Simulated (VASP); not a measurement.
# Ba (Fd-3m) in VASP: further runs, part 3 of 3

VASP 6.6.1.

## 5. Single point, PBEsol (volume scaled by 0.96)

The input, INCAR:

```
PREC = Accurate
ENCUT = 520
EDIFF = 1E-7
ISMEAR = -1
SIGMA = 0.1
LREAL = False
LASPH = True
NELM = 80
ALGO = Normal
ISIF = 2
LWAVE = False
LCHARG = False
GGA = PS
NBANDS = 17
```

The input, KPOINTS:

```
regular mesh
0
Gamma
  8 8 8
```

The input, POSCAR:

```
Ba
1.0
    0.0000000000      3.6558231086      3.6558231086
    3.6558231086      0.0000000000      3.6558231086
    3.6558231086      3.6558231086      0.0000000000
Ba
2
Direct
    0.1250000000      0.1250000000      0.1250000000
    0.8750000000      0.8750000000      0.8750000000
```

Potentials or basis: VASP PAW PBE potentials, release 64 (Ba_sv).

Launch:

```
cat potpaw_PBE.64/Ba_sv/POTCAR > POTCAR
mpirun -np 1 vasp_std > vasp.out
```

OUTCAR:

```text
PREC = Accurate
   ENCUT = 520
   EDIFF = 1E-7
   ISMEAR = -1
   LREAL = False
   LASPH = True
   NELM = 80
   ISIF = 2
   GGA = PS

 ion  position               nearest neighbor table
   1  0.125  0.125  0.125-   2 3.17   2 3.17   2 3.17   2 3.17
   2  0.875  0.875  0.875-   1 3.17   1 3.17   1 3.17   1 3.17

  LATTYP: Found a face centered cubic cell.
 ALAT       =     7.3116462172

  Lattice vectors:

 A1 = (   0.0000000000,   3.6558231086,   3.6558231086)
 A2 = (   3.6558231086,   0.0000000000,   3.6558231086)
 A3 = (   3.6558231086,   3.6558231086,   0.0000000000)

Analysis of symmetry for initial positions (statically):
=====================================================================
 Subroutine PRICEL returns:
 Original cell was already a primitive cell.

 Routine SETGRP: Setting up the symmetry group for a
 face centered cubic supercell.

 Subroutine GETGRP returns: Found 48 space group operations
 (whereof 12 operations were pure point group operations)
 out of a pool of 48 trial point group operations.

The static configuration has the point symmetry D_3d.
 The point group associated with its full space group is O_h .

Analysis of symmetry for dynamics (positions and initial velocities):
=====================================================================
 Subroutine PRICEL returns:
 Original cell was already a primitive cell.

 Routine SETGRP: Setting up the symmetry group for a
 face centered cubic supercell.

 Subroutine GETGRP returns: Found 48 space group operations
 (whereof 12 operations were pure point group operations)
 out of a pool of 48 trial point group operations.

The dynamic configuration has the point symmetry D_3d.
 The point group associated with its full space group is O_h .

 Subroutine INISYM returns: Found 48 space group operations
 (whereof 12 operations are pure point group operations),
 and found     1 'primitive' translations

----------------------------------------------------------------------------------------

                                     Primitive cell

  volume of cell :      97.7205

  direct lattice vectors                    reciprocal lattice vectors
     0.000000000  3.655823109  3.655823109    -0.136768105  0.136768105  0.136768105
     3.655823109  0.000000000  3.655823109     0.136768105 -0.136768105  0.136768105
     3.655823109  3.655823109  0.000000000     0.136768105  0.136768105 -0.136768105

  length of vectors
     5.170114622  5.170114622  5.170114622     0.236889307  0.236889307  0.236889307

  position of ions in fractional coordinates (direct lattice)
     0.125000000  0.125000000  0.125000000
     0.875000000  0.875000000  0.875000000

  ion indices of the primitive-cell ions
   primitive index   ion index
                 1           1
                 2           2

----------------------------------------------------------------------------------------

 KPOINTS: regular mesh

Automatic generation of k-mesh.
 Grid dimensions read from file:
 generate k-points for:    8    8    8

 Generating k-lattice:

  Cartesian coordinates                     Fractional coordinates (reciprocal lattice)
    -0.017096013  0.017096013  0.017096013     0.125000000  0.000000000  0.000000000
     0.017096013 -0.017096013  0.017096013     0.000000000  0.125000000  0.000000000
     0.017096013  0.017096013 -0.017096013     0.000000000  0.000000000  0.125000000

  Length of vectors
     0.029611163  0.029611163  0.029611163

  Shift w.r.t. Gamma in fractional coordinates (k-lattice)
     0.000000000  0.000000000  0.000000000

 Subroutine IBZKPT returns following result:
 ===========================================

 Found     29 irreducible k-points:

 Following reciprocal coordinates:
            Coordinates               Weight
  0.000000  0.000000  0.000000      1.000000
  0.125000  0.000000  0.000000      8.000000
  0.250000  0.000000  0.000000      8.000000
  0.375000  0.000000  0.000000      8.000000
  0.500000  0.000000  0.000000      4.000000
  0.125000  0.125000  0.000000      6.000000
[... 16 lines left out ...]
  0.500000  0.250000  0.125000     48.000000
 -0.375000  0.250000  0.125000     24.000000
 [... further k-points ...]
   k-points           NKPTS =     29   k-points in BZ     NKDIM =     29   number of bands    NBANDS=     17
   number of dos      NEDOS =    301   number of ions     NIONS =      2
   total plane-waves  NPLWV =  64000
   dimension x,y,z NGX =    40 NGY =   40 NGZ =   40
   dimension x,y,z NGXF=    80 NGYF=   80 NGZF=   80
   ions per type =               2
   NGX,Y,Z   is equivalent  to a cutoff of  12.86, 12.86, 12.86 a.u.
   NGXF,Y,Z  is equivalent  to a cutoff of  25.72, 25.72, 25.72 a.u.
 SYSTEM =  unknown system
   PREC   = accura    normal or accurate (medium, high low for compatibility)
   ISTART =      0    job   : 0-new  1-cont  2-samecut
   ICHARG =      2    charge: 1-file 2-atom 10-const
   ISPIN  =      1    spin polarized calculation?
   LNONCOLLINEAR =      F non collinear calculations
   LSORBIT =      F    spin-orbit coupling
   LASPH  =      T    aspherical Exc in radial PAW
   ENCUT  =  520.0 eV  38.22 Ry    6.18 a.u.   9.61  9.61  9.61*2*pi/ulx,y,z
   NELM   =     80;   NELMIN=  2; NELMDL= -5     # of ELM steps
   EDIFF  = 0.1E-06   stopping-criterion for ELM
   LREAL  =      F    real-space projection
   EDIFFG = 0.1E-05   stopping-criterion for IOM
   NSW    =      0    number of steps for IOM
   IBRION =     -1    ionic relax: 0-MD 1-quasi-New 2-CG
   NFREE  =      0    steps in history (QN), initial steepest desc. (CG)
   ISIF   =      2    stress and relaxation
   ISYM   =      2    0-nonsym 1-usesym 2-fastsym
   POTIM  = 0.5000    time-step for ionic-motion
   TEBEG  =    0.0;   TEEND  =   0.0 temperature during run
   PSTRESS=    0.0 pullay stress
   NELECT =      20.0000    total number of electrons
   NUPDOWN=      -1.0000    fix difference up-down
   EMIN   =  10.00;   EMAX   =-10.00  energy-range for DOS
   EFERMI =   0.00;   METHOD = LEGACY
   ISMEAR =    -1;   SIGMA  =   0.10  broadening in eV -4-tet -1-fermi 0-gaus
   EFERMI_NEDOS =   21; number of points for ismear=-14 and -15
   IALGO  =     38    algorithm
   IMIX   =      4    mixing-type and parameters
     AMIX     =   0.40;   BMIX     =  1.00
     AMIX_MAG =   1.60;   BMIX_MAG =  1.00
  volume/ion in A,a.u.               =      48.86       329.73
  Fermi-wavevector in a.u.,A,eV,Ry     =   0.964768  1.823148 12.664000  0.930778
  Thomas-Fermi vector in A             =   2.094428
   LORBIT       =      0    0 simple, 1 ext, 2 COOP (PROOUT), +10 PAW based schemes
   GGA     = PS    functional components
   LHFCALC =     F    Hartree Fock is set to
   AEXX    =    0.0000 exact exchange contribution
   IVDW    =     0    specifies the selected vdW correction
   LEPSILON=     F    determine dielectric tensor
   LRPA    =     F    only Hartree local field effects (RPA)
 non-spin polarized calculation
  energy-cutoff  :      520.00
  volume of cell :       97.72
 maximum number of plane-waves:      2685
 NGX is ok and might be reduce to    40
   NGX = 19   NGY = 19   NGZ = 19

 number of electron      19.9999999 magnetization

 Free energy of the ion-electron system (eV)
  ---------------------------------------------------
  ext. energy  EPLUGINS =         0.00000000
  ---------------------------------------------------
  free energy    TOTEN  =        -2.46942073 eV

  energy without entropy =       -2.40255728  energy(sigma->0) =       -2.43598900

 E-fermi :   2.0537     XC(G=0):  -8.2437

 val. band max:        2.0215317487   @ k =  -0.3750   0.1250   0.0000
 cond. band min:       2.0856799941   @ k =   0.1250   0.0000   0.0000
 fundamental gap:      0.0641482454
 Fermi energy:         2.0536981372

 k-point     1 :       0.0000    0.0000    0.0000
  band No.  band energies     occupation
      1     -27.2885      2.00000
      2     -26.1945      2.00000
      3     -12.8659      2.00000
      4     -12.8659      2.00000
      5     -12.8659      2.00000
      6     -11.2883      2.00000
[... 9 lines left out ...]
     16       5.6255      0.00000
     17       5.6255      0.00000
[... 441 lines left out ...]
 k-point    24 :      -0.3750    0.2500    0.1250
  band No.  band energies     occupation
      1     -26.9582      2.00000
      2     -26.5738      2.00000
      3     -13.2879      2.00000
      4     -13.1554      2.00000
      5     -12.5264      2.00000
      6     -11.5314      2.00000
[... 9 lines left out ...]
     16       5.6192      0.00000
     17       6.1093      0.00000

 [... further k-points ...]

------------------------ aborting loop because EDIFF is reached ----------------------------------------

  FORCE on cell =-STRESS in cart. coord.  units (eV):
  Direction    XX          YY          ZZ          XY          YZ          ZX
  --------------------------------------------------------------------------------------
  -------------------------------------------------------------------------------------
  Total        0.9179750      0.9179750      0.9179750      0.0000000      0.0000000      0.0000000
  in kB       15.0506734     15.0506734     15.0506734      0.0000000      0.0000000      0.0000000
  external PRESSURE =      15.0506734 kB  Pullay stress =       0.0000000 kB

 VOLUME and BASIS-vectors are now :
 -----------------------------------------------------------------------------
  energy-cutoff  :      520.00
  volume of cell :       97.72
      direct lattice vectors                 reciprocal lattice vectors
     0.000000000  3.655823109  3.655823109    -0.136768105  0.136768105  0.136768105
     3.655823109  0.000000000  3.655823109     0.136768105 -0.136768105  0.136768105
     3.655823109  3.655823109  0.000000000     0.136768105  0.136768105 -0.136768105

 POSITION                                       TOTAL-FORCE (eV/Angst)
 -----------------------------------------------------------------------------------
      0.91396      0.91396      0.91396         0.000000     -0.000000     -0.000000
      6.39769      6.39769      6.39769        -0.000000      0.000000      0.000000
 -----------------------------------------------------------------------------------
    total drift:                                0.000000      0.000000     -0.000000

  FREE ENERGIE OF THE ION-ELECTRON SYSTEM (eV)
  ---------------------------------------------------
  free  energy   TOTEN  =        -2.4694207313 eV

  energy  without entropy=       -2.4025572780  energy(sigma->0) =       -2.43598900
```

OSZICAR:

```text
N       E                     dE             d eps       ncg     rms          rms(c)
DAV:   1     0.144353437748E+03    0.14435E+03   -0.86108E+03   986   0.988E+02
DAV:   2     0.601861025785E+01   -0.13833E+03   -0.13489E+03  1508   0.203E+02
DAV:   3    -0.237383324674E+01   -0.83924E+01   -0.82161E+01  1321   0.517E+01
DAV:   4    -0.260749709182E+01   -0.23366E+00   -0.23350E+00  1482   0.647E+00
DAV:   5    -0.260964651992E+01   -0.21494E-02   -0.21493E-02  1275   0.596E-01    0.675E+00
DAV:   6    -0.251730526306E+01    0.92341E-01   -0.52169E-02  1114   0.165E+00    0.387E+00
DAV:   7    -0.246901321922E+01    0.48292E-01   -0.97259E-02  1342   0.220E+00    0.117E-01
DAV:   8    -0.246934261425E+01   -0.32940E-03   -0.18928E-03  1315   0.242E-01    0.122E-01
DAV:   9    -0.246941303293E+01   -0.70419E-04   -0.52006E-05  1359   0.564E-02    0.275E-02
DAV:  10    -0.246942095800E+01   -0.79251E-05   -0.95605E-06  1257   0.215E-02    0.449E-03
DAV:  11    -0.246942077097E+01    0.18703E-06   -0.81737E-07  1464   0.548E-03    0.109E-03
DAV:  12    -0.246942073129E+01    0.39679E-07   -0.27191E-08   646   0.157E-03
   1 F= -.24694207E+01 E0= -.24359890E+01  d E =-.668635E-01
```

stdout:

```text
POSCAR found type information on POSCAR Ba
 POSCAR found :  1 types and       2 ions
 scaLAPACK will be used
 -----------------------------------------------------------------------------
|                                                                             |
|                                                                             |
|     You enforced a specific xc type in the INCAR file but a different       |
|     I HOPE YOU KNOW WHAT YOU ARE DOING!                                     |
|                                                                             |
 -----------------------------------------------------------------------------

 LDA part: xc-table for (Slater+PW92), standard interpolation
 POSCAR, INCAR and KPOINTS ok, starting setup
 FFT: planning ... GRIDC
 FFT: planning ... GRID_SOFT
 FFT: planning ... GRID
 WAVECAR not read
 entering main loop
```

Wall time 30 s (1 thread of Intel Xeon Platinum 8488C (Sapphire Rapids), shared host); peak memory 0.24 GiB.

What came out:

```
Free energy            : -2.4694 eV
Pressure               : 1.5 GPa
Band gap on the k mesh : zero (band 10 reaches 2.19 eV, above the bottom of band 11 at 2.01 eV)
```

Levels at points of the mesh, in eV from the Fermi level:
```
           k point  band 6  band 7  band 8  band 9  band 10  band 11  band 12  band 13  band 14  band 15
(0.00, 0.00, 0.00)  -13.34  -13.34  -13.34   -2.01     0.13     0.13     1.60     1.60     1.60     3.57
(0.50, 0.00, 0.00)  -13.18  -13.06  -13.06   -0.19     0.09     0.27     0.27     1.15     1.15     2.67
(0.50, 0.50, 0.00)  -14.12  -12.76  -12.76   -0.81    -0.81     1.18     1.18     2.46     2.46     2.55
```

Caveat: the PAW data sets were made with another functional, which shifts forces and pressure a little; spin-orbit coupling is left out, which moves the levels of the heavy elements.

## 6. The runs side by side

```tsv
cell	k mesh	gap on the mesh (eV)	pressure (GPa)
a = 5.241 Å, angles 60.0°, 2 atoms	6 × 6 × 6	none	0.7
a = 5.022 Å, angles 60.0°, 2 atoms	8 × 8 × 8	none	4.0
a = 5.097 Å, angles 60.0°, 2 atoms	8 × 8 × 8	none	2.6
a = 5.170 Å, angles 60.0°, 2 atoms	8 × 8 × 8	none	1.5
```

Alike in all rows: task single point; level PBEsol; potentials or basis VASP PAW PBE potentials, release 64 (Ba_sv); no spin polarisation; cutoff (eV) 520; smearing fermi-dirac 0.1 eV.

Caveats: the PAW data sets were made with another functional, which shifts forces and pressure a little; spin-orbit coupling is left out, which moves the levels of the heavy elements.

Total energies depend on the potentials used, so only differences within one code and one set of settings carry meaning.
